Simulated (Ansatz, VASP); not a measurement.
Two plane-wave programs on Cu3N

INCAR

```
PREC = Accurate
ENCUT = 600
EDIFF = 1E-6
ISMEAR = -1
SIGMA = 0.05
LREAL = False
LASPH = True
NELM = 120
ALGO = Normal
ISIF = 2
LWAVE = False
LCHARG = True
GGA = PS
LELF = True
LVHAR = True
NBANDS = 27
GGA_COMPAT = False
```

The input KPOINTS:

```
regular mesh
0
Gamma
  5 5 5
```

The input POSCAR:

```
Cu3N
1.0
    3.7555477468      0.0000000000      0.0000000000
    0.0000000000      3.7555477468      0.0000000000
    0.0000000000      0.0000000000      3.7555477468
Cu N
3 1
Direct
    0.5000000000      0.0000000000      0.0000000000
    0.0000000000      0.5000000000      0.0000000000
    0.0000000000      0.0000000000      0.5000000000
    0.0000000000      0.0000000000      0.0000000000
```

Input for Ansatz:

```yaml
crystal:
  lattice:
    - [3.7555477467904397, 0.0, 0.0]
    - [0.0, 3.7555477467904397, 0.0]
    - [0.0, 0.0, 3.7555477467904397]
  atoms:
    - { symbol: Cu, position: [0.5, 0.0, 0.0] }
    - { symbol: Cu, position: [0.0, 0.5, 0.0] }
    - { symbol: Cu, position: [0.0, 0.0, 0.5] }
    - { symbol: "N", position: [0.0, 0.0, 0.0] }
basis:
  ecutwfc: 500.0
kpoints:
  mp_grid:
    grid: [5, 5, 5]
hamiltonian:
  xc: pbesol
  pseudopotentials:
    kind: paw
scf:
  occupations:
    method: fermi_dirac
    width: 0.05
output:
  stress: true
```

Alike in both runs: task single point; functional PBEsol; k mesh 5 × 5 × 5; occupations fermi-dirac, width 0.05 eV; no spin polarisation.

|  | VASP | Ansatz |
| --- | --- | --- |
| version | VASP 6.6.1 | Ansatz 0.2.0 |
| potentials or method | VASP PAW PBE potentials, release 64 (Cu, N), cutoff 600 eV | plane waves, PAW |
| valence electrons in the cell | 38 | 62 |

Ansatz gave:

```
pressure (GPa) : 0.8
```

Estimate VASP's values.

pressure (GPa): 1.6.

VASP's potentials were made for PBE, not for PBEsol. VASP's potentials hold 38 valence electrons a cell and Ansatz's 62, so a difference there can come from the potentials and not from the codes.
